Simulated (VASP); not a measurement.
A run of VASP 6.6.1:

INCAR

```
ALGO = Normal
EDIFF = 1E-7
ENCUT = 520
ISIF = 2
ISMEAR = 1
LASPH = T
LCHARG = T
LELF = T
LREAL = F
LVHAR = T
LWAVE = F
NBANDS = 22
NELM = 100
PREC = Accurate
SIGMA = 0.15
```

KPOINTS

```
k-points
0
Gamma
  7 7 7
```

POSCAR

```
Sr2Ir
1.0
    0.0000000000      3.5757381359      3.5757381359
    3.5757381359      0.0000000000      3.5757381359
    3.5757381359      3.5757381359      0.0000000000
Sr Ir
2 1
Direct
    0.7500000000      0.7500000000      0.7500000000
    0.2500000000      0.2500000000      0.2500000000
    0.0000000000      0.0000000000      0.0000000000
```

Potentials or basis: VASP PAW LDA potentials, release 64 (Sr_sv, Ir).

Command:

```console
$ cat potpaw_LDA.64/Sr_sv/POTCAR potpaw_LDA.64/Ir/POTCAR > POTCAR
$ mpirun -np 1 vasp_std > vasp.out
```

Hardware: 1 thread of Intel(R) Xeon(R) 6975P-C (Granite Rapids), with other jobs on the host.

How long does it take, and how much memory?

It took 21 s on 1 thread of Intel(R) Xeon(R) 6975P-C (Granite Rapids) (shared host), peak memory 0.2 GiB. Counts: scf iterations 15, k points 20.
